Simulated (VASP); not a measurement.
# SrTiO3 (I4/mcm) in VASP: a series of runs, part 2 of 2

VASP 6.6.1.

## (3) Single point, PBEsol

This run uses another cell than the first one, of 11.76 Å³/atom.

File INCAR:

```
SYSTEM = SrTiO3
PREC = Accurate ; ENCUT = 520
EDIFF = 1E-6 ; ISMEAR = -1
SIGMA = 0.02 ; LREAL = .False.
LASPH = .True. ; NELM = 60
ALGO = Normal ; ISIF = 2
LWAVE = .False. ; LCHARG = .True.
GGA = PS ; LELF = .True.
LVHAR = .True. ; NBANDS = 51
```

File KPOINTS:

```
regular mesh
0
Gamma
  6 6 6
  0 0 0
```

File POSCAR:

```
SrTiO3
1.0
   -2.7440657593      2.7440657593      3.9043898143
    2.7440657593     -2.7440657593      3.9043898143
    2.7440657593      2.7440657593     -3.9043898143
Sr Ti O
2 2 6
Direct
    0.7500000000      0.2500000000      0.5000000000
    0.2500000000      0.7500000000      0.5000000000
    0.0000000000      0.0000000000      0.0000000000
    0.5000000000      0.5000000000      0.0000000000
    0.2500000000      0.2500000000      0.0000000000
    0.7500000000      0.7500000000      0.0000000000
    0.7253284516      0.2253284516      0.9506569031
    0.2253284516      0.2746715484      0.5000000000
    0.2746715484      0.7746715484      0.0493430969
    0.7746715484      0.7253284516      0.5000000000
```

Potentials or basis: VASP PAW PBE potentials, release 64 (Sr_sv, Ti_sv, O).

Command:

```sh
cat potpaw_PBE.64/Sr_sv/POTCAR potpaw_PBE.64/Ti_sv/POTCAR potpaw_PBE.64/O/POTCAR > POTCAR
mpirun -np 1 vasp_std > vasp.out
```

Wall time 5.4 min (1 thread of Intel Xeon 6975P-C (Granite Rapids), shared host); peak memory 0.34 GiB.

The run converged. Its results:

```yaml
Free_energy: -84.0427 eV
Pressure: 0.6 GPa
Largest_force: 0.007 eV/Å
Band_gap_on_the_k_mesh: 1.94 eV (least direct gap 1.95 eV)
```

Forces in eV/Å, atoms in the order of the input:
```
Sr   0.000  0.000  0.000
Sr   0.000  0.000  0.000
Ti   0.000  0.000  0.000
Ti   0.000  0.000  0.000
O    0.000  0.000  0.000
O    0.000  0.000  0.000
O    0.005  0.005  0.000
O   -0.005  0.005  0.000
O   -0.005 -0.005  0.000
O    0.005 -0.005  0.000
```

Levels at points of the mesh, in eV from the valence-band top:
```csv
k point,band 37,band 38,band 39,band 40,band 41,band 42,band 43,band 44
"(0.00, 0.00, 0.00)",-0.28,-0.15,-0.01,-0.01,1.94,1.94,1.96,4.18
"(0.50, 0.00, 0.00)",-0.75,-0.75,-0.58,-0.58,3.43,3.43,3.47,3.47
"(0.50, 0.50, 0.00)",-1.40,-0.67,-0.66,-0.04,2.08,3.80,3.82,3.84
"(0.50, 0.50, 0.50)",-1.48,-0.61,-0.61,-0.07,2.12,3.76,3.76,3.98
```

Caveat: the PAW data sets were made with another functional, which shifts forces and pressure a little. A k mesh can miss the band edges.

## (4) Single point, PBE

This run uses another cell than the first one, of 12.18 Å³/atom.

File INCAR:

```
SYSTEM = SrTiO3
PREC = Accurate
ENCUT = 520
EDIFF = 1E-6
ISMEAR = -1
SIGMA = 0.02
LREAL = .False.
LASPH = .True.
NELM = 80
ALGO = Normal
ISIF = 2
LWAVE = .False.
LCHARG = .False.
GGA = PE
NBANDS = 51
```

File KPOINTS:

```
Automatic mesh
0
Gamma
  6 6 6
  0 0 0
```

File POSCAR:

```
SrTiO3
1.0
   -2.7777888762      2.7777888762      3.9465038750
    2.7777888762     -2.7777888762      3.9465038750
    2.7777888762      2.7777888762     -3.9465038750
Sr Ti O
2 2 6
Direct
    0.7500000000      0.2500000000      0.5000000000
    0.2500000000      0.7500000000      0.5000000000
    0.0000000000      0.0000000000      0.0000000000
    0.5000000000      0.5000000000      0.0000000000
    0.2500000000      0.2500000000      0.0000000000
    0.7500000000      0.7500000000      0.0000000000
    0.7282812171      0.2282812171      0.9565624341
    0.2282812171      0.2717187829      0.5000000000
    0.2717187829      0.7717187829      0.0434375659
    0.7717187829      0.7282812171      0.5000000000
```

Command:

```sh
cat potpaw_PBE.64/Sr_sv/POTCAR potpaw_PBE.64/Ti_sv/POTCAR potpaw_PBE.64/O/POTCAR > POTCAR
mpirun -np 1 vasp_std > vasp.out
```

Run time: 5.6 min. Hardware: 1 thread of Intel Xeon 6975P-C (Granite Rapids), shared host; peak memory 0.35 GiB.

The run converged. Its results:

```
Free energy            : -80.2136 eV
Pressure               : 0.6 GPa
Largest force          : 0.003 eV/Å
Band gap on the k mesh : 1.90 eV
```

Forces on the atoms (eV/Å):
```
Sr   0.000  0.000  0.000
Sr   0.000  0.000  0.000
Ti   0.000  0.000  0.000
Ti   0.000  0.000  0.000
O    0.000  0.000  0.000
O    0.000  0.000  0.000
O    0.002  0.002  0.000
O   -0.002  0.002  0.000
O   -0.002 -0.002  0.000
O    0.002 -0.002  0.000
```

Levels at points of the mesh, in eV from the valence-band top:
```
           k point  band 36  band 37  band 38  band 39  band 40  band 41  band 42  band 43  band 44  band 45
(0.00, 0.00, 0.00)    -0.31    -0.31    -0.11     0.00     0.00     1.90     1.90     1.91     3.98     4.19
(0.50, 0.00, 0.00)    -0.92    -0.75    -0.75    -0.55    -0.55     3.28     3.28     3.33     3.33     3.37
(0.50, 0.50, 0.00)    -1.47    -1.38    -0.68    -0.67    -0.05     2.03     3.63     3.65     3.67     3.69
(0.50, 0.50, 0.50)    -1.45    -1.45    -0.63    -0.63    -0.07     2.05     3.60     3.60     3.78     3.78
```

A k mesh can miss the band edges.

## (5) Single point, r2SCAN

This run uses another cell than the first one, of 11.92 Å³/atom.

File POSCAR:

```
SrTiO3
1.0
   -2.7591396999      2.7591396999      3.9145677527
    2.7591396999     -2.7591396999      3.9145677527
    2.7591396999      2.7591396999     -3.9145677527
Sr Ti O
2 2 6
Direct
    0.7500000000      0.2500000000      0.5000000000
    0.2500000000      0.7500000000      0.5000000000
    0.0000000000      0.0000000000      0.0000000000
    0.5000000000      0.5000000000      0.0000000000
    0.2500000000      0.2500000000      0.0000000000
    0.7500000000      0.7500000000      0.0000000000
    0.7329497012      0.2329497012      0.9658994025
    0.2329497012      0.2670502988      0.5000000000
    0.2670502988      0.7670502988      0.0341005975
    0.7670502988      0.7329497012      0.5000000000
```

File INCAR.step1:

```
SYSTEM = SrTiO3
ALGO = Normal ; EDIFF = 1E-4
ENCUT = 520 ; GGA = PE
ISMEAR = -1 ; LASPH = .True.
LCHARG = .False. ; LREAL = .False.
LWAVE = .True. ; NBANDS = 51
NELM = 60 ; PREC = Accurate
SIGMA = 0.02
```

File INCAR.step2:

```
SYSTEM = SrTiO3
ALGO = Normal ; EDIFF = 1E-7
ENCUT = 520 ; ISIF = 2
ISMEAR = -1 ; ISTART = 1
LASPH = .True. ; LCHARG = .False.
LMIXTAU = .True. ; LREAL = .False.
LWAVE = .False. ; METAGGA = R2SCAN
NBANDS = 51 ; NELM = 60
PREC = Accurate ; SIGMA = 0.02
```

File KPOINTS:

```
k-points
0
Gamma
  6 6 6
  0 0 0
```

Potentials or basis: VASP PAW PBE potentials, release 64 (Sr_sv, Ti_sv, O).

Command:

```sh
cat potpaw_PBE.64/Sr_sv/POTCAR potpaw_PBE.64/Ti_sv/POTCAR potpaw_PBE.64/O/POTCAR > POTCAR
cp INCAR.step1 INCAR
mpirun -np 1 vasp_std > vasp.out
cp INCAR.step2 INCAR
mpirun -np 1 vasp_std > vasp.out
```

OUTCAR:

```text
SYSTEM = SrTiO3
   EDIFF = 1E-7
   ENCUT = 520
   ISIF = 2
   ISMEAR = -1
   ISTART = 1
   LASPH = .True.
   LREAL = .False.
   METAGGA = R2SCAN
   NELM = 60
   PREC = Accurate

 ion  position               nearest neighbor table
   1  0.750  0.250  0.500-   9 2.67   8 2.67  10 2.67   7 2.67   5 2.76   6 2.76   6 2.76   5 2.76
                             7 2.86   9 2.86   8 2.86  10 2.86   4 3.38   3 3.38   3 3.38   4 3.38
   2  0.250  0.750  0.500-   7 2.67   8 2.67  10 2.67   9 2.67   5 2.76   6 2.76   5 2.76   6 2.76
                             9 2.86   7 2.86  10 2.86   8 2.86   3 3.38   4 3.38   4 3.38   3 3.38
   3  0.000  0.000  0.000-   7 1.96   9 1.96   8 1.96  10 1.96   5 1.96   6 1.96   1 3.38   2 3.38
[... 1527 lines left out ...]
 VOLUME and BASIS-vectors are now :
 -----------------------------------------------------------------------------
  energy-cutoff  :      520.00
  volume of cell :      119.20
      direct lattice vectors                 reciprocal lattice vectors
    -2.759139700  2.759139700  3.914567753     0.000000000  0.181215906  0.127728023
     2.759139700 -2.759139700  3.914567753     0.181215906  0.000000000  0.127728023
     2.759139700  2.759139700 -3.914567753     0.181215906  0.181215906  0.000000000

 POSITION                                       TOTAL-FORCE (eV/Angst)
 -----------------------------------------------------------------------------------
      0.00000      2.75914      1.95728        -0.000000     -0.000000     -0.000000
      2.75914      0.00000      1.95728        -0.000000     -0.000000     -0.000000
      0.00000      0.00000      0.00000        -0.000000     -0.000000     -0.000000
      0.00000      0.00000      3.91457        -0.000000     -0.000000     -0.000000
      0.00000      0.00000      1.95728        -0.000000     -0.000000     -0.000000
      0.00000      0.00000      5.87185        -0.000000     -0.000000     -0.000000
      1.28548      4.04462     -0.00000         0.000331      0.000331     -0.000000
      1.47366      1.28548      0.00000        -0.000331      0.000331      0.000000
      1.47366     -1.28548      3.91457        -0.000331     -0.000331      0.000000
      1.28548      1.47366      3.91457         0.000331     -0.000331     -0.000000
 -----------------------------------------------------------------------------------
    total drift:                               -0.000000      0.000000      0.000000

  FREE ENERGIE OF THE ION-ELECTRON SYSTEM (eV)
  ---------------------------------------------------
  free  energy   TOTEN  =      -126.6612964893 eV

  energy  without entropy=     -126.6612964893  energy(sigma->0) =     -126.66129649
```

It took 23 min on 1 thread of Intel Xeon 6975P-C (Granite Rapids), shared host; peak memory 0.38 GiB.

Results:

| Property | Result |
| --- | --- |
| Free energy | -126.6613 eV |
| Pressure | 0.9 GPa |
| Band gap on the k mesh | 2.32 eV |

Caveat: the PAW data sets were made with another functional, which shifts forces and pressure a little. r2SCAN opens gaps a little over a GGA but as a rule still falls short of measured ones.

## (6) Summary

| level | potentials or basis | cell | gap on the mesh (eV) | pressure (GPa) | largest force (eV/Å) |
| --- | --- | --- | --- | --- | --- |
| LDA | VASP PAW LDA potentials, release 64 (Sr_sv, Ti_sv, O) | a = 5.454 Å, angles 120.3, 120.3, 89.5°, 10 atoms, atomic positions A | 1.97 | 1.0 | 0.01 |
| PBEsol | VASP PAW PBE potentials, release 64 (Sr_sv, Ti_sv, O) | a = 5.505 Å, angles 120.2, 120.2, 89.7°, 10 atoms, atomic positions B | 1.94 | 0.6 | 0.01 |
| PBE | VASP PAW PBE potentials, release 64 (Sr_sv, Ti_sv, O) | a = 5.568 Å, angles 120.2, 120.2, 89.7°, 10 atoms, atomic positions C | 1.90 | 0.6 | - |
| r2SCAN | VASP PAW PBE potentials, release 64 (Sr_sv, Ti_sv, O) | a = 5.527 Å, angles 120.1, 120.1, 89.8°, 10 atoms, atomic positions D | 2.32 | 0.9 | - |

Alike in all rows: task single point; no spin polarisation; k mesh 6 × 6 × 6; cutoff (eV) 520; smearing fermi-dirac 0.02 eV.

Caveats: the PAW data sets were made with another functional, which shifts forces and pressure a little (at least some runs).

Absolute energies hang on the potentials; compare differences alone.
